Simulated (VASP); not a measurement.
# SiC (P6_3mc) in VASP: settings compared

SiC is run at these levels: PBEsol+D4, BLYP+D4; tasks: single point.

Everything below comes from runs of VASP 6.6.1. Logs are shortened: lines on timing, memory, paths and dates and some standing lists are left out, and cuts for length are marked.

### 1 The cell of the first run

The structure is hexagonal, space group P6_3mc (No. 186). The conventional cell has a = 3.013 Å, b = 3.013 Å, c = 9.865 Å, α = 90.00°, β = 90.00°, γ = 120.00°. Si (site symmetry 3m) has 4 C at 1.84 to 1.85 Å within 2.4 Å. Within 2.4 Å of Si (site symmetry 3m) lie 4 C at 1.85 to 1.86 Å. Within 2.4 Å of C (site symmetry 3m) lie 4 Si at 1.85 Å. Within 2.4 Å of C (site symmetry 3m) lie 4 Si at 1.84 to 1.86 Å.

### 2 Single point, PBEsol+D4

The input, INCAR:

```
SYSTEM = SiC
PREC = Accurate
ENCUT = 520
EDIFF = 1E-7
ISMEAR = -1
SIGMA = 0.05
LREAL = .FALSE.
LASPH = .TRUE.
NELM = 100
ALGO = Normal
ISIF = 2
LWAVE = .FALSE.
LCHARG = .FALSE.
GGA = PS
IVDW = 13
NBANDS = 26
```

The input, KPOINTS:

```
Automatic mesh
0
G
  10 10 3
  0 0 0
```

The input, POSCAR:

```
SiC
1.0
    3.0129072637      0.0000000000      0.0000000000
   -1.5064536318      2.6092542296      0.0000000000
    0.0000000000      0.0000000000      9.8650653976
Si C
4 4
Direct
    0.0000000000      0.0000000000      0.1878943800
    0.0000000000      0.0000000000      0.6878943800
    0.3333333333      0.6666666667      0.4378419800
    0.6666666667      0.3333333333      0.9378419800
    0.0000000000      0.0000000000      0.0004600500
    0.0000000000      0.0000000000      0.5004600500
    0.3333333333      0.6666666667      0.2498025900
    0.6666666667      0.3333333333      0.7498025900
```

Potentials or basis: VASP PAW PBE potentials, release 64 (Si, C).

Run with:

```
$ cat potpaw_PBE.64/Si/POTCAR potpaw_PBE.64/C/POTCAR > POTCAR
$ mpirun -np 1 vasp_std > vasp.out
```

OUTCAR:

```text
SYSTEM = SiC
   PREC = Accurate
   ENCUT = 520
   EDIFF = 1E-7
   ISMEAR = -1
   LREAL = .FALSE.
   LASPH = .TRUE.
   NELM = 100
   ISIF = 2
   GGA = PS
   IVDW = 13

 ion  position               nearest neighbor table
   1  0.000  0.000  0.188-   7 1.84   7 1.84   7 1.84   5 1.85   3 3.02   3 3.02   3 3.02   4 3.02
                             4 3.02   4 3.02
   2  0.000  0.000  0.688-   8 1.84   8 1.84   8 1.84   6 1.85   4 3.02   4 3.02   4 3.02   3 3.02
                             3 3.02   3 3.02
   3  0.333  0.667  0.438-   6 1.85   6 1.85   6 1.85   7 1.86   1 3.02   1 3.02   1 3.02   2 3.02
                             2 3.02   2 3.02
   4  0.667  0.333  0.938-   5 1.85   5 1.85   5 1.85   8 1.86   2 3.02   2 3.02   2 3.02   1 3.02
                             1 3.02   1 3.02
   5  0.000  0.000  0.000-   4 1.85   4 1.85   4 1.85   1 1.85
   6  0.000  0.000  0.500-   3 1.85   3 1.85   3 1.85   2 1.85
   7  0.333  0.667  0.250-   1 1.84   1 1.84   1 1.84   3 1.86
   8  0.667  0.333  0.750-   2 1.84   2 1.84   2 1.84   4 1.86

  LATTYP: Found a hexagonal cell.
 ALAT       =     3.0129072637
 C/A-ratio  =     3.2742678530

  Lattice vectors:

 A1 = (   3.0129072637,   0.0000000000,   0.0000000000)
 A2 = (  -1.5064536318,   2.6092542296,   0.0000000000)
 A3 = (   0.0000000000,   0.0000000000,   9.8650653976)

Analysis of symmetry for initial positions (statically):
=====================================================================
 Subroutine PRICEL returns:
 Original cell was already a primitive cell.

 Routine SETGRP: Setting up the symmetry group for a
 hexagonal supercell.

 Subroutine GETGRP returns: Found 12 space group operations
 (whereof  6 operations were pure point group operations)
 out of a pool of 24 trial point group operations.

The static configuration has the point symmetry C_3v.
 The point group associated with its full space group is C_6v.

Analysis of symmetry for dynamics (positions and initial velocities):
=====================================================================
 Subroutine PRICEL returns:
 Original cell was already a primitive cell.

 Routine SETGRP: Setting up the symmetry group for a
 hexagonal supercell.

 Subroutine GETGRP returns: Found 12 space group operations
 (whereof  6 operations were pure point group operations)
 out of a pool of 24 trial point group operations.

The dynamic configuration has the point symmetry C_3v.
 The point group associated with its full space group is C_6v.

 Subroutine INISYM returns: Found 12 space group operations
 (whereof  6 operations are pure point group operations),
 and found     1 'primitive' translations

----------------------------------------------------------------------------------------

                                     Primitive cell

  volume of cell :      77.5536

  direct lattice vectors                    reciprocal lattice vectors
     3.012907264  0.000000000  0.000000000     0.331905337  0.191625636  0.000000000
    -1.506453632  2.609254230  0.000000000     0.000000000  0.383251271  0.000000000
     0.000000000  0.000000000  9.865065398     0.000000000  0.000000000  0.101367802

  length of vectors
     3.012907264  3.012907264  9.865065398     0.383251271  0.383251271  0.101367802

  position of ions in fractional coordinates (direct lattice)
     0.000000000  0.000000000  0.187894380
     0.000000000  0.000000000  0.687894380
     0.333333333  0.666666667  0.437841980
     0.666666667  0.333333333  0.937841980
     0.000000000  0.000000000  0.000460050
     0.000000000  0.000000000  0.500460050
     0.333333333  0.666666667  0.249802590
     0.666666667  0.333333333  0.749802590

  ion indices of the primitive-cell ions
   primitive index   ion index
                 1           1
                 2           2
                 3           3
                 4           4
                 5           5
                 6           6
                 7           7
                 8           8

----------------------------------------------------------------------------------------

 KPOINTS: Automatic mesh

Automatic generation of k-mesh.
 Grid dimensions read from file:
 generate k-points for:   10   10    3

 Generating k-lattice:

  Cartesian coordinates                     Fractional coordinates (reciprocal lattice)
     0.033190534  0.019162564  0.000000000     0.100000000  0.000000000  0.000000000
     0.000000000  0.038325127  0.000000000     0.000000000  0.100000000  0.000000000
     0.000000000  0.000000000  0.033789267     0.000000000  0.000000000  0.333333333

  Length of vectors
     0.038325127  0.038325127  0.033789267

  Shift w.r.t. Gamma in fractional coordinates (k-lattice)
     0.000000000  0.000000000  0.000000000

 Subroutine IBZKPT returns following result:
 ===========================================

 Found     28 irreducible k-points:

 Following reciprocal coordinates:
            Coordinates               Weight
[... 91 lines left out ...]
[... 18 lines left out ...]
     25      16.6848      0.00000
     26      17.2143      0.00000

 k-point     2 :       0.1000   -0.0000    0.0000
  band No.  band energies     occupation
      1      -6.9688      2.00000
      2      -5.7296      2.00000
      3      -5.6880      2.00000
      4      -3.1453      2.00000
      5      -0.0035      2.00000
      6       4.4061      2.00000
[... 18 lines left out ...]
     25      16.7707      0.00000
     26      17.1161      0.00000

 k-point     3 :       0.2000   -0.0000    0.0000
  band No.  band energies     occupation
      1      -6.4249      2.00000
      2      -5.2054      2.00000
      3      -5.1609      2.00000
      4      -2.7021      2.00000
      5       0.4967      2.00000
      6       4.1920      2.00000
[... 18 lines left out ...]
     25      17.4445      0.00000
     26      17.7605      0.00000

 k-point     4 :       0.3000   -0.0000    0.0000
  band No.  band energies     occupation
      1      -5.5439      2.00000
      2      -4.3703      2.00000
      3      -4.3183      2.00000
      4      -2.0704      2.00000
      5       1.1927      2.00000
      6       2.4749      2.00000
[... 18 lines left out ...]
     25      17.8211      0.00000
     26      18.2842      0.00000

 k-point     5 :       0.4000   -0.0000    0.0000
  band No.  band energies     occupation
      1      -4.3990      2.00000
      2      -3.3599      2.00000
      3      -3.2812      2.00000
      4      -1.6846      2.00000
      5       0.7079      2.00000
      6       1.1427      2.00000
[... 18 lines left out ...]
     25      18.0692      0.00000
     26      18.6279      0.00000

 k-point     6 :       0.5000   -0.0000    0.0000
  band No.  band energies     occupation
      1      -3.4726      2.00000
      2      -2.9200      2.00000
      3      -2.6345      2.00000
      4      -1.8830      2.00000
      5      -0.0611      2.00000
      6       0.2891      2.00000
[... 427 lines left out ...]
 k-point    21 :       0.1000    0.1000    0.3333
  band No.  band energies     occupation
      1      -6.4634      2.00000
      2      -6.0426      2.00000
      3      -4.4450      2.00000
      4      -3.4325      2.00000
      5       1.1243      2.00000
      6       2.7143      2.00000
[... 18 lines left out ...]
     25      17.3693      0.00000
     26      17.5245      0.00000

 k-point    22 :       0.2000    0.1000    0.3333
  band No.  band energies     occupation
      1      -5.7525      2.00000
      2      -5.3407      2.00000
      3      -3.7910      2.00000
      4      -2.8325      2.00000
      5       1.6081      2.00000
      6       2.7656      2.00000
[... 18 lines left out ...]
     25      17.6912      0.00000
     26      17.9080      0.00000

 k-point    23 :       0.3000    0.1000    0.3333
  band No.  band energies     occupation
      1      -4.7361      2.00000
      2      -4.3458      2.00000
      3      -2.9209      2.00000
      4      -2.1145      2.00000
      5       1.3479      2.00000
      6       1.6351      2.00000
[... 18 lines left out ...]
     25      17.5171      0.00000
     26      18.6027      0.00000

 k-point    24 :       0.4000    0.1000    0.3333
  band No.  band energies     occupation
      1      -3.5821      2.00000
      2      -3.2693      2.00000
      3      -2.2997      2.00000
      4      -1.9087      2.00000
      5       0.3893      2.00000
      6       0.7976      2.00000
[... 18 lines left out ...]
     25      17.1873      0.00000
     26      18.0497      0.00000

 [... further k-points ...]

------------------------ aborting loop because EDIFF is reached ----------------------------------------

  DFT-D4 for vdW energy calculation

  Edisp (eV):   -1.57386

  FORCE on cell =-STRESS in cart. coord.  units (eV):
  Direction    XX          YY          ZZ          XY          YZ          ZX
  --------------------------------------------------------------------------------------
  -------------------------------------------------------------------------------------
  Total       6.67704     6.67704     6.50320     0.00000     0.00000    -0.00000
  in kB     137.94068   137.94068   134.34933     0.00000     0.00000    -0.00000
  external pressure =      136.74 kB  Pullay stress =        0.00 kB

 VOLUME and BASIS-vectors are now :
 -----------------------------------------------------------------------------
  energy-cutoff  :      520.00
  volume of cell :       77.55
      direct lattice vectors                 reciprocal lattice vectors
     3.012907264  0.000000000  0.000000000     0.331905337  0.191625636  0.000000000
    -1.506453632  2.609254230  0.000000000     0.000000000  0.383251271  0.000000000
     0.000000000  0.000000000  9.865065398     0.000000000  0.000000000  0.101367802

 POSITION                                       TOTAL-FORCE (eV/Angst)
 -----------------------------------------------------------------------------------
      0.00000      0.00000      1.85359         0.000000      0.000000      0.011698
      0.00000      0.00000      6.78612        -0.000000     -0.000000      0.011698
     -0.00000      1.73950      4.31934        -0.000000      0.000000     -0.026621
      1.50645      0.86975      9.25187         0.000000      0.000000     -0.026621
      0.00000      0.00000      0.00454        -0.000000     -0.000000      0.000265
      0.00000      0.00000      4.93707         0.000000      0.000000      0.000265
     -0.00000      1.73950      2.46432         0.000000     -0.000000      0.014658
      1.50645      0.86975      7.39685        -0.000000      0.000000      0.014658
 -----------------------------------------------------------------------------------
    total drift:                               -0.000000     -0.000000      0.000361

  FREE ENERGIE OF THE ION-ELECTRON SYSTEM (eV)
  ---------------------------------------------------
  free  energy   TOTEN  =       -64.9877465475 eV

  energy  without entropy=      -64.9877465474  energy(sigma->0) =      -64.98774655
```

It took 90 s on 1 thread of Intel Xeon 8259CL, shared host; peak memory 0.21 GiB.

What came out:

```yaml
Free_energy: -64.9877 eV
Pressure: 13.7 GPa
Largest_force: 0.027 eV/Å
Band_gap_on_the_k_mesh: 2.12 eV, indirect (least direct gap 3.26 eV)
Dispersion_energy_per_atom: -0.197 eV
```

Forces in eV/Å, atoms in the order of the input:
```
Si   0.000  0.000  0.012
Si   0.000  0.000  0.012
Si   0.000  0.000 -0.027
Si   0.000  0.000 -0.027
C    0.000  0.000  0.000
C    0.000  0.000  0.000
C    0.000  0.000  0.015
C    0.000  0.000  0.015
```

Stress tensor (GPa, compression positive):
```
13.79  0.00  0.00
 0.00 13.79  0.00
 0.00  0.00 13.43
```

Caveat: the PAW data sets were made with another functional, which shifts forces and pressure a little. A k mesh can miss the band edges.

### 3 Single point, BLYP+D4

The input, INCAR:

```
SYSTEM = SiC
PREC = Accurate ; ENCUT = 520
EDIFF = 1E-6 ; ISMEAR = -1
SIGMA = 0.05 ; LREAL = .False.
LASPH = .True. ; NELM = 100
ALGO = Normal ; ISIF = 2
LWAVE = .False. ; LCHARG = .False.
GGA = B5 ; ALDAX = 1.0
AGGAX = 1.0 ; AGGAC = 1.0
ALDAC = 0.0 ; IVDW = 13
VDW_S6 = 1.0 ; VDW_S8 = 2.34076671
VDW_A1 = 0.44488865 ; VDW_A2 = 4.0933009
NBANDS = 26
```

The input, KPOINTS:

```
regular mesh
0
Gamma
  10 10 3
  0 0 0
```

POSCAR is that of step 2.

Potentials or basis: VASP PAW PBE potentials, release 64 (Si, C).

Run with:

```
$ cat potpaw_PBE.64/Si/POTCAR potpaw_PBE.64/C/POTCAR > POTCAR
$ mpirun -np 1 vasp_std > vasp.out
```

It took 2.1 min on 1 thread of Intel Xeon 8259CL, shared host; peak memory 0.21 GiB.

Results (log left out):

```
Free energy                : -59.4658 eV
Pressure                   : 15.2 GPa
Largest force              : 0.013 eV/Å
Band gap on the k mesh     : 2.56 eV, indirect (least direct gap 3.69 eV)
Dispersion energy per atom : -0.678 eV
```

Forces in eV/Å, atoms in the order of the input:
```
Si   0.000  0.000 -0.008
Si   0.000  0.000 -0.008
Si   0.000  0.000 -0.011
Si   0.000  0.000 -0.011
C    0.000  0.000  0.006
C    0.000  0.000  0.006
C    0.000  0.000  0.013
C    0.000  0.000  0.013
```

Levels at points of the mesh, in eV from the valence-band top:
| k point | band 13 | band 14 | band 15 | band 16 | band 17 | band 18 | band 19 | band 20 |
| --- | --- | --- | --- | --- | --- | --- | --- | --- |
| (0.00, 0.00, 0.00) | -0.59 | -0.05 | 0.00 | 0.00 | 5.82 | 6.39 | 7.05 | 7.23 |
| (0.50, 0.00, 0.00) | -2.40 | -2.25 | -1.59 | -1.13 | 2.56 | 2.72 | 4.68 | 5.32 |

Caveat: the PAW data sets were made with another functional, which shifts forces and pressure a little.

### 4 Single point, PBEsol+D4

This run uses another cell than the first one, of 9.90 Å³/atom, 1.021 times its volume.

The input, INCAR:

```
SYSTEM = SiC
PREC     = Accurate       ! precision mode
ENCUT    = 520            ! plane-wave cutoff, eV
EDIFF    = 1E-6           ! SCF threshold, eV
ISMEAR   = -1             ! smearing method
SIGMA    = 0.05           ! smearing width, eV
LREAL    = .False.        ! projectors in reciprocal space
LASPH    = .True.         ! aspherical terms in the spheres
NELM     = 60             ! most SCF steps
ALGO     = Normal         ! electronic algorithm
ISIF     = 2              ! what is computed and relaxed
LWAVE    = .False.        ! write WAVECAR
LCHARG   = .False.        ! write CHGCAR
GGA      = PS             ! functional
IVDW     = 13             ! dispersion correction
NBANDS   = 26             ! bands
```

The input, KPOINTS:

```
Automatic mesh
0
Gamma
  10 10 3
  0 0 0
```

Edit POSCAR of step 3 so:

```diff
@@ -2,5 +2,5 @@
 1.0
-    3.0129072637      0.0000000000      0.0000000000
-   -1.5064536318      2.6092542296      0.0000000000
-    0.0000000000      0.0000000000      9.8650653976
+    3.0341256196      0.0000000000      0.0000000000
+   -1.5170628097      2.6276298648      0.0000000000
+    0.0000000000      0.0000000000      9.9345399781
 Si C
```

Run with:

```
$ cat potpaw_PBE.64/Si/POTCAR potpaw_PBE.64/C/POTCAR > POTCAR
$ mpirun -np 1 vasp_std > vasp.out
```

Wall time 99 s (1 thread of Intel Xeon 8259CL, shared host); peak memory 0.21 GiB.

Results (log left out):

- Free energy: -65.0996 eV
- Pressure: 8.1 GPa
- Largest force: 0.019 eV/Å
- Band gap on the k mesh: 2.11 eV, indirect (least direct gap 3.25 eV)
- Dispersion energy per atom: -0.193 eV

Forces on the atoms (eV/Å):
```
Si   0.000  0.000  0.008
Si   0.000  0.000  0.008
Si   0.000  0.000 -0.019
Si   0.000  0.000 -0.019
C    0.000  0.000  0.000
C    0.000  0.000  0.000
C    0.000  0.000  0.011
C    0.000  0.000  0.011
```

Stress tensor (GPa, compression positive):
```
8.14 0.00 0.00
0.00 8.14 0.00
0.00 0.00 7.88
```

Levels at points of the mesh, in eV from the valence-band top:
| k point | band 14 | band 15 | band 16 | band 17 | band 18 | band 19 |
| --- | --- | --- | --- | --- | --- | --- |
| (0.00, 0.00, 0.00) | -0.05 | 0.00 | 0.00 | 5.41 | 5.98 | 6.64 |
| (0.50, 0.00, 0.00) | -2.28 | -1.62 | -1.14 | 2.11 | 2.27 | 4.24 |

Caveat: the PAW data sets were made with another functional, which shifts forces and pressure a little. A hybrid or GW would open this gap; PBEsol tends to underestimate it.

### 5 Single point, BLYP+D4

This run uses another cell than the first one, of 9.90 Å³/atom, 1.021 times its volume.

Edit INCAR of step 4 so:

```diff
@@ -13,4 +13,12 @@
 LCHARG   = .False.        ! write CHGCAR
-GGA      = PS             ! functional
+GGA      = B5             ! functional
+ALDAX    = 1.0          
+AGGAX    = 1.0          
+AGGAC    = 1.0          
+ALDAC    = 0.0          
 IVDW     = 13             ! dispersion correction
+VDW_S6   = 1.0          
+VDW_S8   = 2.34076671   
+VDW_A1   = 0.44488865   
+VDW_A2   = 4.0933009    
 NBANDS   = 26             ! bands
```

KPOINTS is that of step 4.

POSCAR is that of step 4.

Run with:

```
$ cat potpaw_PBE.64/Si/POTCAR potpaw_PBE.64/C/POTCAR > POTCAR
$ mpirun -np 1 vasp_std > vasp.out
```

Run time: 2.4 min. Hardware: 1 thread of Intel Xeon 8259CL, shared host; peak memory 0.21 GiB.

The run converged. Its results:

| Item | Value |
| --- | --- |
| Free energy | -59.5946 eV |
| Pressure | 9.8 GPa |
| Largest force | 0.012 eV/Å |
| Band gap on the k mesh | 2.55 eV, indirect (least direct gap 3.68 eV) |
| Dispersion energy per atom | -0.665 eV |

Forces on the atoms (eV/Å):
```
Si   0.000  0.000 -0.012
Si   0.000  0.000 -0.012
Si   0.000  0.000 -0.003
Si   0.000  0.000 -0.003
C    0.000  0.000  0.006
C    0.000  0.000  0.006
C    0.000  0.000  0.009
C    0.000  0.000  0.009
```

Levels at points of the mesh, in eV from the valence-band top:
| k point | band 13 | band 14 | band 15 | band 16 | band 17 | band 18 | band 19 | band 20 |
| --- | --- | --- | --- | --- | --- | --- | --- | --- |
| (0.00, 0.00, 0.00) | -0.58 | -0.05 | 0.00 | 0.00 | 5.63 | 6.20 | 6.85 | 6.98 |
| (0.50, 0.00, 0.00) | -2.38 | -2.23 | -1.58 | -1.13 | 2.55 | 2.70 | 4.61 | 5.19 |

Caveat: the PAW data sets were made with another functional, which shifts forces and pressure a little. A k mesh can miss the band edges.

### 6 Summary

```csv
level,cell,gap on the mesh (eV),pressure (GPa),largest force (eV/Å)
PBEsol+D4,"a = 3.013, b = 3.013, c = 9.865 Å, angles 90.0, 90.0, 120.0°, 8 atoms",2.12,13.7,0.03
BLYP+D4,"a = 3.013, b = 3.013, c = 9.865 Å, angles 90.0, 90.0, 120.0°, 8 atoms",2.56,15.2,0.01
PBEsol+D4,"a = 3.034, b = 3.034, c = 9.935 Å, angles 90.0, 90.0, 120.0°, 8 atoms",2.11,8.1,0.02
BLYP+D4,"a = 3.034, b = 3.034, c = 9.935 Å, angles 90.0, 90.0, 120.0°, 8 atoms",2.55,9.8,0.01
```

Alike in all rows: task single point; potentials or basis VASP PAW PBE potentials, release 64 (Si, C); no spin polarisation; k mesh 10 × 10 × 3; cutoff (eV) 520; smearing fermi-dirac 0.05 eV.

Caveats: the PAW data sets were made with another functional, which shifts forces and pressure a little.

Total energies depend on the potentials used, so only differences within one code and one set of settings carry meaning.
